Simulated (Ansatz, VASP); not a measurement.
WS2: VASP beside Ansatz

The input INCAR:

```
PREC = Accurate ; ENCUT = 600
EDIFF = 1E-6 ; ISMEAR = 0
SIGMA = 0.02 ; LREAL = F
LASPH = T ; NELM = 100
ALGO = Normal ; ISIF = 3
LWAVE = F ; LCHARG = F
GGA = PE ; IVDW = 12
IBRION = 2 ; NSW = 80
EDIFFG = -0.01
```

Contents of KPOINTS:

```
Automatic mesh
0
Gamma
  12 12 4
```

File POSCAR:

```
WS2
1.0
    3.1953228508      0.0000000000      0.0000000000
   -1.5976614254      2.7672307621      0.0000000000
    0.0000000000      0.0000000000      6.7420826715
W S
1 2
Direct
    0.0000000000      0.0000000000      0.0000000000
    0.3333333333      0.6666666667      0.2357701862
    0.3333333333      0.6666666667      0.7642298138
```

Input for Ansatz:

```yaml
crystal:
  lattice:
    - [3.1953228508, 0.0, 0.0]
    - [-1.5976614254, 2.7672307621, 0.0]
    - [0.0, 0.0, 6.7420826715]
  atoms:
    - { symbol: W, position: [0.0, 0.0, 0.0] }
    - { symbol: S, position: [0.3333333333, 0.6666666667, 0.2357701862] }
    - { symbol: S, position: [0.3333333333, 0.6666666667, 0.7642298138] }
basis:
  ecutwfc: 420
kpoints:
  mp_grid: { grid: [12, 12, 4] }
hamiltonian:
  xc: pbe
  dispersion: d3bj
scf:
  occupations: { method: gaussian, width: 0.02 }
output:
  forces: true
  stress: true
  eigenvalues: true
relax:
  adjacent_minimum: "off"
  f_tol: 0.01
  max_steps: 60
  cell: { stress_tol: 0.1 }
```

Alike in both runs: task relaxation of cell and atoms; functional PBE; dispersion D3(BJ); k mesh 12 × 12 × 4; occupations gaussian, width 0.02 eV; no spin polarisation.

|  | VASP | Ansatz |
| --- | --- | --- |
| version | VASP 6.6.1 | Ansatz 0.2.0 |
| potentials or method | VASP PAW PBE potentials, release 64 (W_sv, S), cutoff 600 eV | scalar-relativistic, plane waves, PAW |
| valence electrons in the cell | 26 | 26 |

```csv
,VASP,Ansatz,Ansatz less VASP
"gap on the k mesh at the Fermi level, each at its own relaxed structure (eV)",1.28,1.28,-0.007
relaxed volume (Å³/atom),19.11,19.12,+0.007
relaxed cell length with the largest relative difference (Å),6.650,6.655,+0.0049
```

Spin-orbit coupling is off throughout.
